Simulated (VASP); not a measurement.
The system is Ca.

```
CELL_PARAMETERS angstrom
0.00000 2.79420 2.79420
2.79420 0.00000 2.79420
2.79420 2.79420 0.00000
ATOMIC_POSITIONS crystal
Ca 0.00000 0.00000 0.00000
```

| Property | Result |
| --- | --- |
| Program | VASP 6.6.1 |
| Task | relaxation of volume and atoms at fixed shape |
| Functional | LDA |
| Potentials or basis | VASP PAW LDA potentials, release 64 (Ca_sv) |
| Cutoff | 600 eV |
| k mesh | 7 × 7 × 7 |
| Occupations | gaussian, width 0.1 eV |
| Spin | no spin polarisation |

At the start: pressure -2.1 GPa; volume 43.63 Å³/atom.

Question: Where does the relaxation end?

Answer: Over 4 steps the energy falls by 38.0 meV/atom and the volume is 38.19 Å³/atom (-12.5 %); space group Fm-3m (No. 225, to 0.05 Å).

Step by step:
| step | energy change (eV) | largest force (eV/Å) | pressure (GPa) | volume (Å³) |
| --- | --- | --- | --- | --- |
| 1 | 0.0000 | 0.0000 | -2.08 | 43.63 |
| 2 | -0.0325 | 0.0000 | -0.88 | 40.16 |
| 3 | -0.0380 | 0.0000 | -0.05 | 38.30 |
| 4 | -0.0380 | 0.0000 | 0.00 | 38.19 |

Final structure:
```
CELL_PARAMETERS angstrom
0.00000 2.67290 2.67290
2.67290 0.00000 2.67290
2.67290 2.67290 0.00000
ATOMIC_POSITIONS crystal
Ca 0.00000 0.00000 0.00000
```

Caveat: the volume moved by -12 % from the deposited cell, more than functionals usually miss.
